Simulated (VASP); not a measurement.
# NbP (I4_1md) in VASP: notebook

The runs below take NbP through single point, with PBE, r2SCAN.

Program: VASP 6.6.1. These are calculated values, not measurements. Logs are shortened: lines on timing, memory, paths and dates and some standing lists are left out, and cuts for length are marked.

## (1) The cell of the first run

Symmetry: I4_1md, No. 109, tetragonal system. Conventional cell: a = 3.416 Å, b = 3.416 Å, c = 11.705 Å, α = 90.00°, β = 90.00°, γ = 90.00°. Nb (site symmetry 2mm) has 6 P at 2.60 Å and 8 Nb at 3.39 to 3.42 Å within 3.5 Å. Within 3.5 Å of P (site symmetry 2mm) lie 6 Nb at 2.60 Å and 8 P at 3.39 to 3.42 Å.

## (2) Single point, PBE

File INCAR:

```
SYSTEM = NbP
PREC = Accurate ; ENCUT = 520
EDIFF = 1E-6 ; ISMEAR = -1
SIGMA = 0.05 ; LREAL = .False.
LASPH = .True. ; NELM = 60
ALGO = Normal ; ISIF = 2
LWAVE = .False. ; LCHARG = .False.
GGA = PE ; NBANDS = 26
```

File KPOINTS:

```
Automatic mesh
0
Gamma
  11 11 11
  0 0 0
```

File POSCAR:

```
NbP
1.0
   -1.7077732268      1.7077732268      5.8526878982
    1.7077732268     -1.7077732268      5.8526878982
    1.7077732268      1.7077732268     -5.8526878982
Nb P
2 2
Direct
    0.2498808000      0.7498808000      0.5000000000
    0.4998808000      0.4998808000      0.0000000000
    0.8327477700      0.3327477700      0.5000000000
    0.0827477700      0.0827477700      0.0000000000
```

Potentials or basis: VASP PAW PBE potentials, release 64 (Nb_sv, P).

On the command line:

```bash
cat potpaw_PBE.64/Nb_sv/POTCAR potpaw_PBE.64/P/POTCAR > POTCAR
mpirun -np 1 vasp_std > vasp.out
```

OUTCAR:

```text
SYSTEM = NbP
   PREC = Accurate
   ENCUT = 520
   EDIFF = 1E-6
   ISMEAR = -1
   LREAL = .False.
   LASPH = .True.
   NELM = 60
   ISIF = 2
   GGA = PE

 ion  position               nearest neighbor table
   1  0.250  0.750  0.500-   4 2.60   4 2.60   3 2.60   3 2.60   3 2.60   3 2.60
   2  0.500  0.500  0.000-   3 2.60   3 2.60   4 2.60   4 2.60   4 2.60   4 2.60
   3  0.833  0.333  0.500-   2 2.60   2 2.60   1 2.60   1 2.60   1 2.60   1 2.60
   4  0.083  0.083  0.000-   1 2.60   1 2.60   2 2.60   2 2.60   2 2.60   2 2.60

  LATTYP: Found a body centered tetragonal cell.
 ALAT       =     3.4155464536
 C/A-ratio  =     3.4270872774

  Lattice vectors:

 A1 = (  -1.7077732268,   1.7077732268,   5.8526878982)
 A2 = (   1.7077732268,  -1.7077732268,   5.8526878982)
 A3 = (   1.7077732268,   1.7077732268,  -5.8526878982)

Analysis of symmetry for initial positions (statically):
=====================================================================
 Subroutine PRICEL returns:
 Original cell was already a primitive cell.

 Routine SETGRP: Setting up the symmetry group for a
 body centered tetragonal supercell.

 Subroutine GETGRP returns: Found  8 space group operations
 (whereof  4 operations were pure point group operations)
 out of a pool of 16 trial point group operations.

The static configuration has the point symmetry C_2v.
 The point group associated with its full space group is C_4v.

Analysis of symmetry for dynamics (positions and initial velocities):
=====================================================================
 Subroutine PRICEL returns:
 Original cell was already a primitive cell.

 Routine SETGRP: Setting up the symmetry group for a
 body centered tetragonal supercell.

 Subroutine GETGRP returns: Found  8 space group operations
 (whereof  4 operations were pure point group operations)
 out of a pool of 16 trial point group operations.

The dynamic configuration has the point symmetry C_2v.
 The point group associated with its full space group is C_4v.

 Subroutine INISYM returns: Found  8 space group operations
 (whereof  4 operations are pure point group operations),
 and found     1 'primitive' translations

----------------------------------------------------------------------------------------

                                     Primitive cell

  volume of cell :      68.2772

  direct lattice vectors                    reciprocal lattice vectors
[... 85 lines left out ...]
   ISPIN  =      1    spin polarized calculation?
   LNONCOLLINEAR =      F non collinear calculations
   LSORBIT =      F    spin-orbit coupling
   LASPH  =      T    aspherical Exc in radial PAW
   ENCUT  =  520.0 eV  38.22 Ry    6.18 a.u.  11.77 11.77 11.77*2*pi/ulx,y,z
   NELM   =     60;   NELMIN=  2; NELMDL= -5     # of ELM steps
   EDIFF  = 0.1E-05   stopping-criterion for ELM
   LREAL  =      F    real-space projection
   EDIFFG = 0.1E-04   stopping-criterion for IOM
   NSW    =      0    number of steps for IOM
   IBRION =     -1    ionic relax: 0-MD 1-quasi-New 2-CG
   NFREE  =      0    steps in history (QN), initial steepest desc. (CG)
   ISIF   =      2    stress and relaxation
   ISYM   =      2    0-nonsym 1-usesym 2-fastsym
   POTIM  = 0.5000    time-step for ionic-motion
   TEBEG  =    0.0;   TEEND  =   0.0 temperature during run
   PSTRESS=    0.0 pullay stress
   NELECT =      36.0000    total number of electrons
   NUPDOWN=      -1.0000    fix difference up-down
   EMIN   =  10.00;   EMAX   =-10.00  energy-range for DOS
   EFERMI =   0.00;   METHOD = LEGACY
   ISMEAR =    -1;   SIGMA  =   0.05  broadening in eV -4-tet -1-fermi 0-gaus
   EFERMI_NEDOS =   21; number of points for ismear=-14 and -15
   IALGO  =     38    algorithm
   IMIX   =      4    mixing-type and parameters
     AMIX     =   0.40;   BMIX     =  1.00
     AMIX_MAG =   1.60;   BMIX_MAG =  1.00
  volume/ion in A,a.u.               =      17.07       115.19
  Fermi-wavevector in a.u.,A,eV,Ry     =   1.322565  2.499286 23.799020  1.749179
  Thomas-Fermi vector in A             =   2.452237
   LORBIT       =      0    0 simple, 1 ext, 2 COOP (PROOUT), +10 PAW based schemes
   GGA     = PE    functional components
   LHFCALC =     F    Hartree Fock is set to
   AEXX    =    0.0000 exact exchange contribution
   IVDW    =     0    specifies the selected vdW correction
   LEPSILON=     F    determine dielectric tensor
   LRPA    =     F    only Hartree local field effects (RPA)
 non-spin polarized calculation
  energy-cutoff  :      520.00
  volume of cell :       68.28
 maximum number of plane-waves:      1866
   NGX = 23   NGY = 23   NGZ = 23

 number of electron      36.0000000 magnetization

 Free energy of the ion-electron system (eV)
  ---------------------------------------------------
  ext. energy  EPLUGINS =         0.00000000
  ---------------------------------------------------
  free energy    TOTEN  =       -35.16289467 eV

  energy without entropy =      -35.15705014  energy(sigma->0) =      -35.15997240

 E-fermi :   9.8049     XC(G=0): -11.7055

 val. band max:        9.7871528805   @ k =  -0.0909  -0.4545   0.0909
 cond. band min:       9.8092437753   @ k =  -0.0909   0.4545   0.0909
 fundamental gap:      0.0220908949
 Fermi energy:         9.8049359566

 k-point     1 :       0.0000    0.0000    0.0000
  band No.  band energies     occupation
      1     -45.3077      2.00000
      2     -45.2800      2.00000
      3     -21.4903      2.00000
      4     -21.3548      2.00000
      5     -21.3548      2.00000
      6     -21.2250      2.00000
[... 685 lines left out ...]
     25      13.6106      0.00000
     26      14.7747      0.00000

 [... further k-points ...]
[... 5 lines left out ...]
  --------------------------------------------------------------------------------------
  -------------------------------------------------------------------------------------
  Total       -4.7986598     -4.7986598     -4.3171967      0.0000000      0.0000000      0.0000000
  in kB     -112.6042508   -112.6042508   -101.3063494      0.0000000      0.0000000      0.0000000
  external PRESSURE =    -108.8382836 kB  Pullay stress =       0.0000000 kB

 VOLUME and BASIS-vectors are now :
 -----------------------------------------------------------------------------
  energy-cutoff  :      520.00
  volume of cell :       68.28
      direct lattice vectors                 reciprocal lattice vectors
    -1.707773227  1.707773227  5.852687898     0.000000000  0.292778919  0.085430833
     1.707773227 -1.707773227  5.852687898     0.292778919  0.000000000  0.085430833
     1.707773227  1.707773227 -5.852687898     0.292778919  0.292778919  0.000000000

 POSITION                                       TOTAL-FORCE (eV/Angst)
 -----------------------------------------------------------------------------------
      1.70777      0.00000      2.92495         0.000000      0.000000     -0.003096
      0.00000      0.00000      5.85129         0.000000      0.000000     -0.003096
     -0.00000      1.70777      3.89494        -0.000000     -0.000000      0.003096
      0.00000      0.00000      0.96859         0.000000      0.000000      0.003096
 -----------------------------------------------------------------------------------
    total drift:                               -0.000000     -0.000000      0.000172

  FREE ENERGIE OF THE ION-ELECTRON SYSTEM (eV)
  ---------------------------------------------------
  free  energy   TOTEN  =       -35.1628946661 eV

  energy  without entropy=      -35.1570501350  energy(sigma->0) =      -35.15997240
```

OSZICAR:

```text
N       E                     dE             d eps       ncg     rms          rms(c)
DAV:   1     0.341200562821E+03    0.34120E+03   -0.18939E+04  6552   0.137E+03
DAV:   2    -0.834999859565E+01   -0.34955E+03   -0.34001E+03  7854   0.498E+02
DAV:   3    -0.359611203857E+02   -0.27611E+02   -0.27159E+02 12024   0.104E+02
DAV:   4    -0.376771677023E+02   -0.17160E+01   -0.17074E+01  9872   0.211E+01
DAV:   5    -0.377534948394E+02   -0.76327E-01   -0.76247E-01 11584   0.482E+00    0.119E+01
DAV:   6    -0.351574974114E+02    0.25960E+01   -0.94372E+00 10104   0.206E+01    0.425E+00
DAV:   7    -0.351671058740E+02   -0.96085E-02   -0.71389E-01  9764   0.471E+00    0.284E+00
DAV:   8    -0.351623361367E+02    0.47697E-02   -0.90448E-02 10388   0.189E+00    0.482E-01
DAV:   9    -0.351625052252E+02   -0.16909E-03   -0.73435E-03 10418   0.535E-01    0.313E-01
DAV:  10    -0.351629161873E+02   -0.41096E-03   -0.19298E-03  8246   0.397E-01    0.494E-02
DAV:  11    -0.351629001433E+02    0.16044E-04   -0.12580E-04 10166   0.902E-02    0.226E-02
DAV:  12    -0.351628962626E+02    0.38806E-05   -0.57547E-06  9100   0.238E-02    0.909E-03
DAV:  13    -0.351628949012E+02    0.13615E-05   -0.65378E-07  5058   0.740E-03    0.349E-03
DAV:  14    -0.351628946661E+02    0.23510E-06   -0.17648E-07  4506   0.560E-03
   1 F= -.35162895E+02 E0= -.35159972E+02  d E =-.584453E-02
```

stdout:

```text
POSCAR found type information on POSCAR NbP
 POSCAR found :  2 types and       4 ions
 scaLAPACK will be used
 LDA part: xc-table for (Slater+PW92), standard interpolation
 POSCAR, INCAR and KPOINTS ok, starting setup
 FFT: planning ... GRIDC
 FFT: planning ... GRID_SOFT
 FFT: planning ... GRID
 WAVECAR not read
 entering main loop
```

Run time: 5.9 min. Hardware: 1 thread of AMD EPYC 9R45 (Zen 5), shared host; peak memory 0.41 GiB.

What came out:

| Item | Value |
| --- | --- |
| Free energy | -35.1629 eV |
| Pressure | -10.9 GPa |
| Largest force | 0.003 eV/Å |
| Band gap on the k mesh | zero (filled and empty bands overlap) |

Forces in eV/Å, atoms in the order of the input:
```
Nb   0.000  0.000 -0.003
Nb   0.000  0.000 -0.003
P    0.000  0.000  0.003
P    0.000  0.000  0.003
```

Caveat: the cell stands under tension.

[end of part 1 of 2]

The gap in the log of VASP goes by the Fermi energy; the results here count the filled bands.